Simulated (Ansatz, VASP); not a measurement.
# Two plane-wave programs on HgTe

Contents of INCAR:

```
SYSTEM = HgTe
ALGO = Normal
EDIFF = 1E-6
ENCUT = 500
GGA = PE
GGA_COMPAT = .False.
ISIF = 2
ISMEAR = -1
LASPH = .True.
LCHARG = .False.
LREAL = .False.
LWAVE = .False.
NBANDS = 16
NELM = 120
PREC = Accurate
SIGMA = 0.05
```

Contents of KPOINTS:

```
k-points
0
Gamma
  6 6 6
  0 0 0
```

POSCAR

```
HgTe
1.0
    0.0000000000      3.2145000000      3.2145000000
    3.2145000000      0.0000000000      3.2145000000
    3.2145000000      3.2145000000      0.0000000000
Hg Te
1 1
Direct
    0.0000000000      0.0000000000      0.0000000000
    0.7500000000      0.7500000000      0.7500000000
```

Input for Ansatz:

```yaml
crystal:
  lattice:
    - [0.0, 3.2145, 3.2145]
    - [3.2145, 0.0, 3.2145]
    - [3.2145, 3.2145, 0.0]
  atoms:
    - { symbol: Hg, position: [0.0, 0.0, 0.0] }
    - { symbol: Te, position: [0.75, 0.75, 0.75] }
hamiltonian:
  xc: pbe
  pseudopotentials: { kind: paw }
basis:
  ecutwfc: 420
kpoints:
  mp_grid: { grid: [6, 6, 6] }
scf:
  occupations: { method: fermi_dirac, width: 0.05 }
  lower_state_search: "off"
  max_iter: 80
output:
  forces: true
  stress: true
```

Alike in both runs: task single point; functional PBE; k mesh 6 × 6 × 6; occupations fermi-dirac, width 0.05 eV; no spin polarisation.

|  | VASP | Ansatz |
| --- | --- | --- |
| version | VASP 6.6.1 | Ansatz 0.2.0 |
| potentials or method | VASP PAW PBE potentials, release 64 (Hg, Te), cutoff 500 eV | PAW, plane waves, scalar-relativistic |
| valence electrons in the cell | 18 | 36 |

|  | VASP | Ansatz | Ansatz less VASP |
| --- | --- | --- | --- |
| pressure (GPa) | 4.7 | 4.6 | -0.08 |

With one functional, cell and mesh, what is left measures potentials, basis and numerics. VASP's potentials hold 18 valence electrons a cell and Ansatz's 36, so a difference there can come from the potentials and not from the codes.

Neither program's run includes spin-orbit coupling.
